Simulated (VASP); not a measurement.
## AlN: single point with PBE

Crystal: AlN.

```
Al N
1.0
     5.52332    0.00000    0.00000
     0.00000    5.52332    0.00000
     0.00000    0.00000    3.19678
Al N
4 4
Direct
  0.67648 0.67648 0.00000
  0.17648 0.82352 0.50000
  0.82352 0.17648 0.50000
  0.32352 0.32352 0.00000
  0.81691 0.81691 0.50000
  0.18309 0.18309 0.50000
  0.68309 0.31691 0.00000
  0.31691 0.68309 0.00000
```

This cell differs from its parent crystal: volume scaled by 1.10, then relaxed in part.

```json
{"Program": "VASP 6.6.1", "Task": "single point", "Functional": "PBE", "Potentials or basis": "VASP PAW PBE potentials, release 64 (Al, N)", "Cutoff": "520 eV", "k mesh": "4 × 4 × 8", "Occupations": "gaussian, width 0.02 eV", "Spin": "no spin polarisation", "Dipole correction": "no", "Further INCAR settings": "ALGO = Normal; EDIFF = 1e-06; NBANDS = 26"}
```

| Item | Value |
| --- | --- |
| Pressure | -14.5 GPa |
| Largest force | 0.007 eV/Å |
| Band gap on the k mesh | 3.11 eV, direct |

Forces in eV/Å, atoms in the order of the input:
```
Al  -0.002 -0.002  0.000
Al  -0.002  0.002  0.000
Al   0.002 -0.002  0.000
Al   0.002  0.002  0.000
N   -0.005 -0.005  0.000
N    0.005  0.005  0.000
N    0.005 -0.005  0.000
N   -0.005  0.005  0.000
```

Stress tensor (GPa, compression positive):
```
-14.51   0.00   0.00
  0.00 -14.51   0.00
  0.00   0.00 -14.61
```

Levels at points of the mesh, in eV from the valence-band top:
```tsv
k point	band 14	band 15	band 16	band 17	band 18	band 19
(0.00, 0.00, 0.00)	-0.09	-0.09	0.00	3.11	5.81	6.26
(0.50, 0.00, 0.00)	-0.60	-0.46	-0.46	5.20	5.20	6.04
(0.50, 0.50, 0.00)	-0.93	-0.75	-0.75	5.54	5.54	5.90
(0.00, 0.00, 0.50)	-1.49	-1.39	-1.39	5.79	5.79	7.42
(0.50, 0.00, 0.50)	-1.23	-0.65	-0.65	5.90	5.90	6.19
(0.50, 0.50, 0.50)	-1.03	-0.87	-0.87	4.97	4.97	5.18
```

It took 40 s on 1 thread of AMD EPYC 9R45 96-Core Processor (Zen 5), with other jobs on the host, peak memory 0.19 GiB.
